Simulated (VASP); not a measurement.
## Mg3Cd2Te3: relaxation of cell and atoms with PBE

Crystal: Mg3Cd2Te3.

```xyz
8
Lattice="5.9536 0.0000 0.0000 0.0000 5.9536 0.0000 0.0000 0.0000 5.9536" Properties=species:S:1:pos:R:3 pbc="T T T"
Mg    2.9768    0.0000    0.0000
Mg    0.0000    2.9768    0.0000
Mg    0.0000    0.0000    2.9768
Cd    0.0000    0.0000    0.0000
Cd    2.9768    2.9768    2.9768
Te    0.0000    2.9768    2.9768
Te    2.9768    0.0000    2.9768
Te    2.9768    2.9768    0.0000
```

The cell was built from a structure type or drawn by symmetry, and may not be a known phase.

```yaml
Program: VASP 6.6.1
Task: relaxation of cell and atoms
Functional: PBE
Potentials_or_basis: VASP PAW PBE potentials, release 64 (Mg, Cd, Te)
Cutoff: 600 eV
k_mesh: 3 × 3 × 3
Occupations: gaussian, width 0.2 eV
Spin: no spin polarisation
Dipole_correction: no
Further_INCAR_settings: ALGO = Normal; EDIFF = 1e-06; IBRION = 2; EDIFFG = -0.08; NSW = 36; ISIF = 3
```

```
Relaxed volume                        : 27.55 Å³/atom
Relaxed cell                          : a = 6.040 Å, b = 6.040 Å, c = 6.040 Å, α = 90.00°, β = 90.00°, γ = 90.00°
Space group after relaxing (to 0.1 Å) : Pm-3m (No. 221)
Energy gained by relaxing             : 6.5 meV/atom
Ionic steps                           : 2
Pressure after relaxing               : 0.0 GPa
Band gap on the k mesh                : zero (bands 24 and 25 overlap by 0.12 eV)
```

The path:
```
step  energy change (eV)  largest force (eV/Å)  pressure (GPa)  volume (Å³)
   1              0.0000                0.0000            1.84       211.03
   2             -0.0523                0.0000            0.03       220.40
```

Final structure:
```xyz
8
Lattice="6.0404 0.0000 0.0000 0.0000 6.0404 0.0000 0.0000 0.0000 6.0404" Properties=species:S:1:pos:R:3 pbc="T T T"
Mg    3.0202    0.0000    0.0000
Mg    0.0000    3.0202    0.0000
Mg    0.0000    0.0000    3.0202
Cd    0.0000    0.0000    0.0000
Cd    3.0202    3.0202    3.0202
Te    0.0000    3.0202    3.0202
Te    3.0202    0.0000    3.0202
Te    3.0202    3.0202    0.0000
```

Levels at points of the mesh, in eV from the Fermi level:
| k point | band 22 | band 23 | band 24 | band 25 | band 26 | band 27 |
| --- | --- | --- | --- | --- | --- | --- |
| (0.00, 0.00, 0.00) | -1.85 | -1.85 | -1.36 | -0.09 | -0.09 | 1.51 |

Run time: 39 s on 1 thread of Intel(R) Xeon(R) 6975P-C (Granite Rapids) (shared host), peak memory 0.34 GiB.

Caveat: semilocal functionals underestimate gaps, so a narrow gap can read as zero; spin-orbit coupling is left out, which moves the levels of the heavy elements.
